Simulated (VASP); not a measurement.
**TiB2: relaxation of cell and atoms with PBE**

The system is TiB2.

```
CELL_PARAMETERS angstrom
3.03210 0.00000 0.00000
-1.51605 2.62588 0.00000
0.00000 0.00000 3.22341
ATOMIC_POSITIONS crystal
Ti 0.00000 0.00000 0.00000
B 0.33333 0.66667 0.50000
B 0.66667 0.33333 0.50000
```

```yaml
Program: VASP 6.6.1
Task: relaxation of cell and atoms
Functional: PBE
Potentials_or_basis: VASP PAW PBE potentials, release 64 (Ti_sv, B)
Cutoff: 600 eV
k_mesh: 15 × 15 × 14
Occupations: fermi-dirac, width 0.15 eV
Spin: no spin polarisation
Dipole_correction: no
Further_INCAR_settings: ALGO = Normal; EDIFF = 1e-07; IBRION = 2; EDIFFG = -0.001; NSW = 80; ISIF = 3
```

The relaxed volume is 8.57 Å³/atom and the relaxed cell is a = 3.033 Å, b = 3.033 Å, c = 3.225 Å, α = 90.00°, β = 90.00°, γ = 120.00°. The space group after relaxing (to 0.05 Å) is P6/mmm (No. 191), the energy gained by relaxing is 0.0 meV/atom and the ionic steps are 7. The pressure after relaxing is 0.0 GPa. The band gap on the k mesh is zero (band 9 reaches 10.38 eV, above the bottom of band 10 at 9.79 eV).

Final structure:
```cif
data_structure
_symmetry_space_group_name_H-M 'P 1'
_symmetry_Int_Tables_number 1
_cell_length_a 3.0333
_cell_length_b 3.0333
_cell_length_c 3.2248
_cell_angle_alpha 90.000
_cell_angle_beta 90.000
_cell_angle_gamma 120.000
_cell_volume 25.70
loop_
_atom_site_label
_atom_site_type_symbol
_atom_site_fract_x
_atom_site_fract_y
_atom_site_fract_z
_atom_site_occupancy
Ti1 Ti 0.00000 0.00000 0.00000 1
B1 B 0.33333 0.66667 0.50000 1
B2 B 0.66667 0.33333 0.50000 1
```

Levels at points of the mesh, in eV from the Fermi level:
```csv
k point,band 6,band 7,band 8,band 9,band 10,band 11,band 12,band 13
"(0.00, 0.00, 0.00)",-2.61,-2.61,-2.29,-2.10,1.89,1.89,3.67,3.67
"(0.00, 0.00, 0.50)",-7.59,-0.56,-0.56,-0.19,-0.19,0.44,0.44,1.67
```

It took 110 s on 1 thread of Intel(R) Xeon(R) Platinum 8488C (Sapphire Rapids), with other jobs on the host, peak memory 0.23 GiB.
